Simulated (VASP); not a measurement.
The system is RbBi3.

```xyz
4
Lattice="6.2204 0.0000 0.0000 -3.1102 5.3870 0.0000 0.0000 0.0000 3.1924" Properties=species:S:1:pos:R:3 pbc="T T T"
Rb    0.0000    0.0000    1.5962
Bi    3.1102    0.0000    0.0000
Bi    1.5551    2.6935    0.0000
Bi   -1.5551    2.6935    0.0000
```

- Program: VASP 6.6.1
- Task: relaxation of cell and atoms
- Functional: PBE
- Potentials or basis: VASP PAW PBE potentials, release 64 (Rb_sv, Bi_d)
- Cutoff: 600 eV
- k mesh: 3 × 3 × 6
- Occupations: gaussian, width 0.1 eV
- Spin: no spin polarisation

At the start: pressure 17.4 GPa; volume 26.74 Å³/atom.

Q: How do energy, volume and symmetry change on relaxing?

A: Over 5 steps the energy falls by 348.3 meV/atom and the volume is 35.06 Å³/atom (+31.1 %); space group P6/mmm (No. 191, to 0.05 Å).

Step by step:
```
step  energy change (eV)  largest force (eV/Å)  pressure (GPa)  volume (Å³)
   1              0.0000                0.0000           17.40       106.98
   2             -1.1847                0.0000           -3.14       158.52
   3             -1.3867                0.0000            0.16       139.28
   4             -1.3871                0.0000           -0.09       140.24
   5             -1.3934                0.0000           -0.03       140.24
```

Final structure:
```xyz
4
Lattice="6.7582 0.0000 0.0000 -3.3791 5.8528 0.0000 0.0000 0.0000 3.5456" Properties=species:S:1:pos:R:3 pbc="T T T"
Rb    3.3791    5.8528    1.7728
Bi    0.0000    5.8528    3.5456
Bi    1.6896    2.9264    0.0000
Bi    5.0687    2.9264    0.0000
```

Caveat: the k points lie up to 0.36 Å⁻¹ apart in the final cell; the volume moved by over 15 % at a fixed basis, so the end points are rough.
